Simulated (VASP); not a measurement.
# ZnCu (R-3m) in VASP: single point with PBEsol

Aim: the single point of ZnCu with PBEsol.

All numbers are computed with VASP 6.6.1; they aren't measurements. Logs are shortened: lines on timing, memory, paths and dates and some standing lists are left out, and cuts for length are marked.

### Step 1. The cell of the first run

It takes space group R-3m (No. 166, trigonal). The conventional cell has a = 3.405 Å, b = 3.405 Å, c = 7.935 Å, α = 90.00°, β = 90.00°, γ = 120.00°. Within 3.1 Å of Zn (site symmetry -3m) lie 6 Cu at 2.37 Å. Cu (site symmetry -3m) has 6 Zn at 2.37 Å within 3.1 Å.

### Step 2. Single point, PBEsol (13.28 Å³/atom)

File INCAR:

```
SYSTEM = ZnCu
ALGO = Normal
EDIFF = 1E-6
ENCUT = 820
GGA = PS
GGA_COMPAT = .False.
ISIF = 2
ISMEAR = 0
LASPH = .True.
LCHARG = .False.
LREAL = .False.
LWAVE = .False.
NBANDS = 22
NELM = 120
PREC = Accurate
SIGMA = 0.15
```

File KPOINTS:

```
k-points
0
Gamma
  18 18 18
  0 0 0
```

File POSCAR:

```
ZnCu
1.0
    3.1320349067      0.7245674543      0.7245674543
    0.7245674543      3.1320349067      0.7245674543
    0.7245674543      0.7245674543      3.1320349067
Zn Cu
1 1
Direct
    0.5000000000      0.5000000000      0.5000000000
    0.0000000000      0.0000000000      0.0000000000
```

Potentials or basis: VASP PAW PBE potentials, release 64 (Zn, Cu_sv_GW).

Launch:

```console
cat potpaw_PBE.64/Zn/POTCAR potpaw_PBE.64/Cu_sv_GW/POTCAR > POTCAR
mpirun -np 1 vasp_std > vasp.out
```

OUTCAR:

```text
SYSTEM = ZnCu
   EDIFF = 1E-6
   ENCUT = 820
   GGA = PS
   ISIF = 2
   ISMEAR = 0
   LASPH = .True.
   LREAL = .False.
   NELM = 120
   PREC = Accurate

 ion  position               nearest neighbor table
   1  0.500  0.500  0.500-   2 2.37   2 2.37   2 2.37   2 2.37   2 2.37   2 2.37
   2  0.000  0.000  0.000-   1 2.37   1 2.37   1 2.37   1 2.37   1 2.37   1 2.37

  LATTYP: Found a trigonal (rhomboedric) cell.
 ALAT       =     3.2953965844
 COS(alpha) =     0.4662898350

  Lattice vectors:

 A1 = (   3.1320349067,   0.7245674543,   0.7245674543)
 A2 = (   0.7245674543,   3.1320349067,   0.7245674543)
 A3 = (   0.7245674543,   0.7245674543,   3.1320349067)

Analysis of symmetry for initial positions (statically):
=====================================================================
 Subroutine PRICEL returns:
 Original cell was already a primitive cell.

 Routine SETGRP: Setting up the symmetry group for a
 trigonal (rhombohedral) supercell.

 Subroutine GETGRP returns: Found 12 space group operations
 (whereof 12 operations were pure point group operations)
 out of a pool of 12 trial point group operations.

The static configuration has the point symmetry D_3d.

Analysis of symmetry for dynamics (positions and initial velocities):
=====================================================================
 Subroutine PRICEL returns:
 Original cell was already a primitive cell.

 Routine SETGRP: Setting up the symmetry group for a
 trigonal (rhombohedral) supercell.

 Subroutine GETGRP returns: Found 12 space group operations
 (whereof 12 operations were pure point group operations)
 out of a pool of 12 trial point group operations.

The dynamic configuration has the point symmetry D_3d.

 Subroutine INISYM returns: Found 12 space group operations
 (whereof 12 operations are pure point group operations),
 and found     1 'primitive' translations

----------------------------------------------------------------------------------------

                                     Primitive cell

  volume of cell :      26.5520

  direct lattice vectors                    reciprocal lattice vectors
     3.132034907  0.724567454  0.724567454     0.349677789 -0.065696466 -0.065696466
     0.724567454  3.132034907  0.724567454    -0.065696466  0.349677789 -0.065696466
     0.724567454  0.724567454  3.132034907    -0.065696466 -0.065696466  0.349677789

  length of vectors
     3.295396584  3.295396584  3.295396584     0.361810182  0.361810182  0.361810182
[... 78 lines left out ...]
   LASPH  =      T    aspherical Exc in radial PAW
   ENCUT  =  820.0 eV  60.27 Ry    7.76 a.u.   7.69  7.69  7.69*2*pi/ulx,y,z
   NELM   =    120;   NELMIN=  2; NELMDL= -5     # of ELM steps
   EDIFF  = 0.1E-05   stopping-criterion for ELM
   LREAL  =      F    real-space projection
   EDIFFG = 0.1E-04   stopping-criterion for IOM
   NSW    =      0    number of steps for IOM
   IBRION =     -1    ionic relax: 0-MD 1-quasi-New 2-CG
   NFREE  =      0    steps in history (QN), initial steepest desc. (CG)
   ISIF   =      2    stress and relaxation
   ISYM   =      2    0-nonsym 1-usesym 2-fastsym
   POTIM  = 0.5000    time-step for ionic-motion
   TEBEG  =    0.0;   TEEND  =   0.0 temperature during run
   PSTRESS=    0.0 pullay stress
   NELECT =      31.0000    total number of electrons
   NUPDOWN=      -1.0000    fix difference up-down
   EMIN   =  10.00;   EMAX   =-10.00  energy-range for DOS
   EFERMI =   0.00;   METHOD = LEGACY
   ISMEAR =     0;   SIGMA  =   0.15  broadening in eV -4-tet -1-fermi 0-gaus
   EFERMI_NEDOS =   21; number of points for ismear=-14 and -15
   IALGO  =     38    algorithm
   IMIX   =      4    mixing-type and parameters
     AMIX     =   0.40;   BMIX     =  1.00
     AMIX_MAG =   1.60;   BMIX_MAG =  1.00
  volume/ion in A,a.u.               =      13.28        89.59
  Fermi-wavevector in a.u.,A,eV,Ry     =   1.723837  3.257580 40.431285  2.971616
  Thomas-Fermi vector in A             =   2.799639
   LORBIT       =      0    0 simple, 1 ext, 2 COOP (PROOUT), +10 PAW based schemes
   GGA     = PS    functional components
   LHFCALC =     F    Hartree Fock is set to
   AEXX    =    0.0000 exact exchange contribution
   IVDW    =     0    specifies the selected vdW correction
   LEPSILON=     F    determine dielectric tensor
   LRPA    =     F    only Hartree local field effects (RPA)
 non-spin polarized calculation
 Gauss-broadening in eV      SIGMA  =   0.15
  energy-cutoff  :      820.00
  volume of cell :       26.55
 maximum number of plane-waves:      1432
   NGX = 15   NGY = 15   NGZ = 15

 number of electron      31.0000001 magnetization

 Free energy of the ion-electron system (eV)
  ---------------------------------------------------
  ext. energy  EPLUGINS =         0.00000000
  ---------------------------------------------------
  free energy    TOTEN  =        -5.23425256 eV

  energy without entropy =       -5.22578033  energy(sigma->0) =       -5.23001645

 E-fermi :   5.1594     XC(G=0): -12.5609

 val. band max:        5.1566687925   @ k =  -0.2778   0.1667   0.0556
 cond. band min:       5.1688030410   @ k =   0.4444   0.2222   0.0556
 fundamental gap:      0.0121342484
 Fermi energy:         5.1593957353

 k-point     1 :       0.0000    0.0000    0.0000
  band No.  band energies     occupation
      1    -107.8389      2.00000
      2     -65.3762      2.00000
      3     -65.3762      2.00000
      4     -65.3586      2.00000
      5      -5.0881      2.00000
      6      -2.8088      2.00000
[... 589 lines left out ...]
     21      17.9209      0.00000
     22      20.2381      0.00000

 [... further k-points ...]

------------------------ aborting loop because EDIFF is reached ----------------------------------------

  FORCE on cell =-STRESS in cart. coord.  units (eV):
  Direction    XX          YY          ZZ          XY          YZ          ZX
  --------------------------------------------------------------------------------------
  -------------------------------------------------------------------------------------
  Total        1.3957052      1.3957052      1.3957052     -0.1636234     -0.1636234     -0.1636234
  in kB       84.2184119     84.2184119     84.2184119     -9.8732175     -9.8732175     -9.8732175
  external PRESSURE =      84.2184119 kB  Pullay stress =       0.0000000 kB

 VOLUME and BASIS-vectors are now :
 -----------------------------------------------------------------------------
  energy-cutoff  :      820.00
  volume of cell :       26.55
      direct lattice vectors                 reciprocal lattice vectors
     3.132034907  0.724567454  0.724567454     0.349677789 -0.065696466 -0.065696466
     0.724567454  3.132034907  0.724567454    -0.065696466  0.349677789 -0.065696466
     0.724567454  0.724567454  3.132034907    -0.065696466 -0.065696466  0.349677789

 POSITION                                       TOTAL-FORCE (eV/Angst)
 -----------------------------------------------------------------------------------
      2.29058      2.29058      2.29058         0.000000      0.000000      0.000000
      0.00000      0.00000      0.00000        -0.000000     -0.000000     -0.000000
 -----------------------------------------------------------------------------------
    total drift:                               -0.000000      0.000000     -0.000000

  FREE ENERGIE OF THE ION-ELECTRON SYSTEM (eV)
  ---------------------------------------------------
  free  energy   TOTEN  =        -5.2342525628 eV

  energy  without entropy=       -5.2257803303  energy(sigma->0) =       -5.23001645
```

Run time: 5 min. Hardware: 1 thread of Intel Xeon 6975P-C (Granite Rapids), shared host; peak memory 0.85 GiB.

What came out:

```yaml
Free_energy: -5.2343 eV
Pressure: 8.4 GPa
Band_gap_on_the_k_mesh: zero (an odd number of electrons rules out a gap without spin polarisation)
```

Stress tensor (GPa, compression positive):
```
 8.42 -0.99 -0.99
-0.99  8.42 -0.99
-0.99 -0.99  8.42
```

Caveat: the cell stands under pressure; the PAW data sets were made with another functional, which shifts forces and pressure a little.
